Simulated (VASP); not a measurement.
Input of a VASP 6.6.1 run:

The input INCAR:

```
ALGO = Normal
EDIFF = 1E-8
ENCUT = 520
GGA = CA
ISIF = 2
ISMEAR = -1
LASPH = True
LCHARG = False
LEFG = True
LREAL = False
LWAVE = False
NBANDS = 13
NELM = 80
PREC = Accurate
SIGMA = 0.05
```

KPOINTS

```
k-points
0
Gamma
  9 9 9
```

The input POSCAR:

```
SrMg
1.0
    3.9000000000      0.0195000000      0.0195000000
    0.0195000000      3.9000000000      0.0195000000
    0.0195000000      0.0195000000      3.9000000000
Sr Mg
1 1
Direct
    0.5000000000      0.5000000000      0.5000000000
    0.0000000000      0.0000000000      0.0000000000
```

Potentials or basis: VASP PAW LDA potentials, release 64 (Sr_sv, Mg).

Command:

```sh
$ cat potpaw_LDA.64/Sr_sv/POTCAR potpaw_LDA.64/Mg/POTCAR > POTCAR
$ mpirun -np 1 vasp_std > vasp.out
```

**Question.** What does it give for the band gap on the k mesh?

**Answer.** Zero (band 6 reaches 3.25 eV, above the bottom of band 7 at 1.88 eV).

**Question.** Predict the pressure.

**Answer.** 3.3 GPa.

Electric field gradients, principal values (V/Å²):
```tsv
atom	least	middle	greatest (by size)
1 Sr	0.223	0.223	-0.447
2 Mg	0.289	0.289	-0.579
```

Caveat: the cell differs from its parent crystal (equal xy, yz and zx shear strains of +1 %); without QUAD_EFG the Cq values of the log hold for a quadrupole moment of 1 mb, not for the nuclei.
